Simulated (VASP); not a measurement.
# Rh (Fm-3m) in VASP: a series of runs

Rh is run at these levels: PBE; tasks: single point.

Program: VASP 6.6.1. These are calculated values, not measurements. Logs are shortened: lines on timing, memory, paths and dates and some standing lists are left out, and cuts for length are marked.

### Step 1. The cell of the first run

The structure is cubic, space group Fm-3m (No. 225). Conventional cell: a = 4.047 Å, b = 4.047 Å, c = 4.047 Å, α = 90.00°, β = 90.00°, γ = 90.00°. Within 3.8 Å of Rh (site symmetry m-3m) lie 12 Rh at 2.86 Å.

### Step 2. Single point, PBE, collinear spin, ferromagnetic start (16.58 Å³/atom)

Input file INCAR:

```
SYSTEM = Rh
PREC = Accurate
ENCUT = 520
EDIFF = 1E-7
ISMEAR = 0
SIGMA = 0.15
LREAL = .FALSE.
LASPH = .TRUE.
NELM = 150
ALGO = Normal
ISIF = 2
LWAVE = .FALSE.
LCHARG = .FALSE.
ISPIN = 2
MAGMOM = 0.625
LORBIT = 11
NUPDOWN = 0.625
LMAXMIX = 4
GGA = PE
NBANDS = 18
```

Input file KPOINTS:

```
regular mesh
0
G
  22 22 22
  0 0 0
```

Input file POSCAR:

```
Rh
1.0
    0.0000000000      2.0236769288      2.0236769288
    2.0236769288      0.0000000000      2.0236769288
    2.0236769288      2.0236769288      0.0000000000
Rh
1
Direct
    0.0000000000      0.0000000000      0.0000000000
```

Potentials or basis: VASP PAW PBE potentials, release 64 (Rh_pv).

Started as:

```bash
$ cat potpaw_PBE.64/Rh_pv/POTCAR > POTCAR
$ mpirun -np 1 vasp_std > vasp.out
```

OUTCAR:

```text
SYSTEM = Rh
   PREC = Accurate
   ENCUT = 520
   EDIFF = 1E-7
   ISMEAR = 0
   LREAL = .FALSE.
   LASPH = .TRUE.
   NELM = 150
   ISIF = 2
   ISPIN = 2
   LORBIT = 11
   NUPDOWN = 0.625
   GGA = PE

 ion  position               nearest neighbor table
   1  0.000  0.000  0.000-

  LATTYP: Found a face centered cubic cell.
 ALAT       =     4.0473538576

  Lattice vectors:

 A1 = (   0.0000000000,   2.0236769288,   2.0236769288)
 A2 = (   2.0236769288,   0.0000000000,   2.0236769288)
 A3 = (   2.0236769288,   2.0236769288,   0.0000000000)

Analysis of symmetry for initial positions (statically):
=====================================================================
 Subroutine PRICEL returns:
 Original cell was already a primitive cell.

 Routine SETGRP: Setting up the symmetry group for a
 face centered cubic supercell.

 Subroutine GETGRP returns: Found 48 space group operations
 (whereof 48 operations were pure point group operations)
 out of a pool of 48 trial point group operations.

The static configuration has the point symmetry O_h .

Analysis of symmetry for dynamics (positions and initial velocities):
=====================================================================
 Subroutine PRICEL returns:
 Original cell was already a primitive cell.

 Routine SETGRP: Setting up the symmetry group for a
 face centered cubic supercell.

 Subroutine GETGRP returns: Found 48 space group operations
 (whereof 48 operations were pure point group operations)
 out of a pool of 48 trial point group operations.

The dynamic configuration has the point symmetry O_h .

Analysis of structural, dynamic, and magnetic symmetry:
=====================================================================
 Subroutine PRICEL returns:
 Original cell was already a primitive cell.

 Routine SETGRP: Setting up the symmetry group for a
 face centered cubic supercell.

 Subroutine GETGRP returns: Found 48 space group operations
 (whereof 48 operations were pure point group operations)
 out of a pool of 48 trial point group operations.

The overall configuration has the point symmetry O_h .

 Subroutine INISYM returns: Found 48 space group operations
 (whereof 48 operations are pure point group operations),
 and found     1 'primitive' translations

----------------------------------------------------------------------------------------

                                     Primitive cell

  volume of cell :      16.5750

  direct lattice vectors                    reciprocal lattice vectors
     0.000000000  2.023676929  2.023676929    -0.247075011  0.247075011  0.247075011
     2.023676929  0.000000000  2.023676929     0.247075011 -0.247075011  0.247075011
     2.023676929  2.023676929  0.000000000     0.247075011  0.247075011 -0.247075011

  length of vectors
     2.861911359  2.861911359  2.861911359     0.427946473  0.427946473  0.427946473

  position of ions in fractional coordinates (direct lattice)
     0.000000000  0.000000000  0.000000000

  ion indices of the primitive-cell ions
   primitive index   ion index
                 1           1

----------------------------------------------------------------------------------------

 KPOINTS: regular mesh

Automatic generation of k-mesh.
 Grid dimensions read from file:
 generate k-points for:   22   22   22

 Generating k-lattice:

  Cartesian coordinates                     Fractional coordinates (reciprocal lattice)
    -0.011230682  0.011230682  0.011230682     0.045454545  0.000000000  0.000000000
     0.011230682 -0.011230682  0.011230682     0.000000000  0.045454545  0.000000000
     0.011230682  0.011230682 -0.011230682     0.000000000  0.000000000  0.045454545

  Length of vectors
     0.019452112  0.019452112  0.019452112

  Shift w.r.t. Gamma in fractional coordinates (k-lattice)
     0.000000000  0.000000000  0.000000000

 Subroutine IBZKPT returns following result:
 ===========================================

 Found    328 irreducible k-points:

 Following reciprocal coordinates:
            Coordinates               Weight
  0.000000  0.000000  0.000000      1.000000
  0.045455  0.000000  0.000000      8.000000
  0.090909  0.000000  0.000000      8.000000
  0.136364  0.000000  0.000000      8.000000
  0.181818  0.000000  0.000000      8.000000
  0.227273  0.000000  0.000000      8.000000
[... 16 lines left out ...]
  0.500000  0.045455  0.000000     24.000000
 -0.454545  0.045455  0.000000     24.000000
 [... further k-points ...]
   k-points           NKPTS =    328   k-points in BZ     NKDIM =    328   number of bands    NBANDS=     18
   number of dos      NEDOS =    301   number of ions     NIONS =      1
   total plane-waves  NPLWV =  13824
   dimension x,y,z NGX =    24 NGY =   24 NGZ =   24
   dimension x,y,z NGXF=    48 NGYF=   48 NGZF=   48
   ions per type =               1
   NGX,Y,Z   is equivalent  to a cutoff of  13.94, 13.94, 13.94 a.u.
   NGXF,Y,Z  is equivalent  to a cutoff of  27.88, 27.88, 27.88 a.u.
 SYSTEM =  Rh
   PREC   = accura    normal or accurate (medium, high low for compatibility)
   ISTART =      0    job   : 0-new  1-cont  2-samecut
   ICHARG =      2    charge: 1-file 2-atom 10-const
   ISPIN  =      2    spin polarized calculation?
   LNONCOLLINEAR =      F non collinear calculations
   LSORBIT =      F    spin-orbit coupling
   LASPH  =      T    aspherical Exc in radial PAW
   ENCUT  =  520.0 eV  38.22 Ry    6.18 a.u.   5.32  5.32  5.32*2*pi/ulx,y,z
   NELM   =    150;   NELMIN=  2; NELMDL= -5     # of ELM steps
   EDIFF  = 0.1E-06   stopping-criterion for ELM
   LREAL  =      F    real-space projection
   EDIFFG = 0.1E-05   stopping-criterion for IOM
   NSW    =      0    number of steps for IOM
   IBRION =     -1    ionic relax: 0-MD 1-quasi-New 2-CG
   NFREE  =      0    steps in history (QN), initial steepest desc. (CG)
   ISIF   =      2    stress and relaxation
   ISYM   =      2    0-nonsym 1-usesym 2-fastsym
   POTIM  = 0.5000    time-step for ionic-motion
   TEBEG  =    0.0;   TEEND  =   0.0 temperature during run
   PSTRESS=    0.0 pullay stress
   NELECT =      15.0000    total number of electrons
   NUPDOWN=       0.6250    fix difference up-down
   EMIN   =  10.00;   EMAX   =-10.00  energy-range for DOS
   EFERMI =   0.00;   METHOD = LEGACY
   ISMEAR =     0;   SIGMA  =   0.15  broadening in eV -4-tet -1-fermi 0-gaus
   EFERMI_NEDOS =   21; number of points for ismear=-14 and -15
   IALGO  =     38    algorithm
   IMIX   =      4    mixing-type and parameters
     AMIX     =   0.40;   BMIX     =  1.00
     AMIX_MAG =   1.60;   BMIX_MAG =  1.00
  volume/ion in A,a.u.               =      16.58       111.85
  Fermi-wavevector in a.u.,A,eV,Ry     =   1.583510  2.992400 34.116651  2.507503
  Thomas-Fermi vector in A             =   2.683269
   LORBIT       =     11    0 simple, 1 ext, 2 COOP (PROOUT), +10 PAW based schemes
   GGA     = PE    functional components
   LHFCALC =     F    Hartree Fock is set to
   AEXX    =    0.0000 exact exchange contribution
   IVDW    =     0    specifies the selected vdW correction
   LEPSILON=     F    determine dielectric tensor
   LRPA    =     F    only Hartree local field effects (RPA)
 spin polarized calculation
 Gauss-broadening in eV      SIGMA  =   0.15
  energy-cutoff  :      520.00
  volume of cell :       16.58
 maximum number of plane-waves:       461
 NGX is ok and might be reduce to    24
   NGX = 11   NGY = 11   NGZ = 11

 number of electron      14.9999999 magnetization       0.6250000

 Free energy of the ion-electron system (eV)
  ---------------------------------------------------
  ext. energy  EPLUGINS =         0.00000000
  ---------------------------------------------------
  free energy    TOTEN  =        -6.98090947 eV

  energy without entropy =       -6.95656735  energy(sigma->0) =       -6.96873841

 E-fermi :   8.6648     XC(G=0): -12.8538

 val. band max:        8.8460289603   @ k =  -0.4545   0.2273   0.0909
 cond. band min:       8.6748133856   @ k =   0.3182   0.0909   0.0000
 fundamental gap:     -0.1712155746
 Fermi energy:         8.8498136561

 spin component 1

 k-point     1 :       0.0000    0.0000    0.0000
  band No.  band energies     occupation
      1     -37.4971      1.00000
      2     -37.4971      1.00000
      3     -37.4971      1.00000
      4       2.1151      1.00000
      5       6.3026      1.00000
      6       6.3026      1.00000
[... 10 lines left out ...]
     17      37.2901      0.00000
     18      37.2901      0.00000

 k-point     2 :       0.0455    0.0000    0.0000
  band No.  band energies     occupation
      1     -37.5049      1.00000
      2     -37.4982      1.00000
      3     -37.4982      1.00000
      4       2.1854      1.00000
      5       6.2766      1.00000
      6       6.3276      1.00000
[... 10 lines left out ...]
     17      37.0991      0.00000
     18      37.0991      0.00000

 k-point     3 :       0.0909    0.0000    0.0000
  band No.  band energies     occupation
      1     -37.5273      1.00000
      2     -37.5014      1.00000
      3     -37.5014      1.00000
      4       2.3916      1.00000
      5       6.2070      1.00000
      6       6.3963      1.00000
[... 10 lines left out ...]
     17      36.5302      0.00000
     18      36.9331      0.00000

 k-point     4 :       0.1364    0.0000    0.0000
  band No.  band energies     occupation
      1     -37.5627      1.00000
      2     -37.5065      1.00000
      3     -37.5065      1.00000
      4       2.7169      1.00000
      5       6.1197      1.00000
      6       6.4876      1.00000
[... 375 lines left out ...]
      4       4.0168      1.00000
      5       6.2318      1.00000
      6       6.3236      1.00000
[... 10 lines left out ...]
     17      37.0312      0.00000
     18      42.3242      0.00000

 k-point    23 :       0.5000    0.0455    0.0000
  band No.  band energies     occupation
      1     -37.8672      1.00000
      2     -37.5557      1.00000
      3     -37.5527      1.00000
      4       3.9969      1.00000
      5       6.2081      1.00000
      6       6.2908      1.00000
[... 10 lines left out ...]
     17      37.6625      0.00000
     18      43.0507      0.00000

 k-point    24 :      -0.4545    0.0455    0.0000
  band No.  band energies     occupation
      1     -37.8648      1.00000
      2     -37.5567      1.00000
      3     -37.5510      1.00000
      4       4.0017      1.00000
      5       6.2196      1.00000
      6       6.2905      1.00000
[... 10 lines left out ...]
     17      37.5483      0.00000
     18      43.1772      0.00000

 [... further k-points ...]

 spin component 2

 k-point     1 :       0.0000    0.0000    0.0000
  band No.  band energies     occupation
      1     -36.9838      1.00000
      2     -36.9838      1.00000
      3     -36.9838      1.00000
      4       2.1813      1.00000
      5       6.7228      1.00000
      6       6.7228      1.00000
[... 10 lines left out ...]
     17      37.4072      0.00000
     18      37.4072      0.00000

 k-point     2 :       0.0455    0.0000    0.0000
  band No.  band energies     occupation
      1     -36.9916      1.00000
      2     -36.9849      1.00000
      3     -36.9849      1.00000
      4       2.2516      1.00000
      5       6.6949      1.00000
      6       6.7483      1.00000
[... 10 lines left out ...]
     17      37.2191      0.00000
     18      37.2191      0.00000

 k-point     3 :       0.0909    0.0000    0.0000
  band No.  band energies     occupation
      1     -37.0145      1.00000
      2     -36.9881      1.00000
      3     -36.9881      1.00000
      4       2.4583      1.00000
      5       6.6195      1.00000
      6       6.8183      1.00000
[... 10 lines left out ...]
     17      36.6570      0.00000
     18      36.9754      0.00000

 k-point     4 :       0.1364    0.0000    0.0000
  band No.  band energies     occupation
      1     -37.0505      1.00000
      2     -36.9932      1.00000
      3     -36.9932      1.00000
      4       2.7859      1.00000
      5       6.5215      1.00000
      6       6.9122      1.00000
[... 375 lines left out ...]
      4       4.2932      1.00000
      5       6.6673      1.00000
      6       6.7621      1.00000
[... 10 lines left out ...]
     17      37.1047      0.00000
     18      42.5420      0.00000

 k-point    23 :       0.5000    0.0455    0.0000
  band No.  band energies     occupation
      1     -37.3602      1.00000
      2     -37.0431      1.00000
      3     -37.0401      1.00000
      4       4.2782      1.00000
      5       6.6429      1.00000
      6       6.7291      1.00000
[... 10 lines left out ...]
     17      37.7398      0.00000
     18      43.2803      0.00000

 k-point    24 :      -0.4545    0.0455    0.0000
  band No.  band energies     occupation
      1     -37.3577      1.00000
      2     -37.0442      1.00000
      3     -37.0384      1.00000
      4       4.2820      1.00000
      5       6.6544      1.00000
      6       6.7290      1.00000
[... 10 lines left out ...]
     17      37.6254      0.00000
     18      43.4169      0.00000

 [... further k-points ...]

------------------------ aborting loop because EDIFF is reached ----------------------------------------

  FORCE on cell =-STRESS in cart. coord.  units (eV):
  Direction    XX          YY          ZZ          XY          YZ          ZX
  --------------------------------------------------------------------------------------
  -------------------------------------------------------------------------------------
  Total       -2.6374757     -2.6374757     -2.6374757     -0.0000000     -0.0000000      0.0000000
  in kB     -254.9444236   -254.9444236   -254.9444236     -0.0000000     -0.0000000      0.0000000
  external PRESSURE =    -254.9444236 kB  Pullay stress =       0.0000000 kB

 VOLUME and BASIS-vectors are now :
 -----------------------------------------------------------------------------
  energy-cutoff  :      520.00
  volume of cell :       16.58
      direct lattice vectors                 reciprocal lattice vectors
     0.000000000  2.023676929  2.023676929    -0.247075011  0.247075011  0.247075011
     2.023676929  0.000000000  2.023676929     0.247075011 -0.247075011  0.247075011
     2.023676929  2.023676929  0.000000000     0.247075011  0.247075011 -0.247075011

 POSITION                                       TOTAL-FORCE (eV/Angst)
 -----------------------------------------------------------------------------------
      0.00000      0.00000      0.00000         0.000000      0.000000      0.000000
 -----------------------------------------------------------------------------------
    total drift:                               -0.000000      0.000000      0.000000

  FREE ENERGIE OF THE ION-ELECTRON SYSTEM (eV)
  ---------------------------------------------------
  free  energy   TOTEN  =        -6.9809094745 eV

  energy  without entropy=       -6.9565673537  energy(sigma->0) =       -6.96873841

 total charge

# of ion       s       p       d       tot
------------------------------------------
    1        0.342   6.195   6.982  13.519

 magnetization (x)

# of ion       s       p       d       tot
------------------------------------------
    1       -0.001  -0.002   0.633   0.630
```

Run time: 54 s. Hardware: 1 thread of Intel Xeon 6975P-C (Granite Rapids), shared host; peak memory 0.25 GiB.

What came out:

```
Free energy                                           : -6.9809 eV
Pressure                                              : -25.5 GPa
Net moment                                            : 0.62 μB per cell
Site moments                                          : Rh +0.63 μB
Valence electrons inside the program's atomic spheres : Rh 13.52
```

Caveat: the cell stands under tension; the total moment is fixed, so each spin has its own Fermi level and the state may be an excited one.

(Continued in part 2 of 2.)
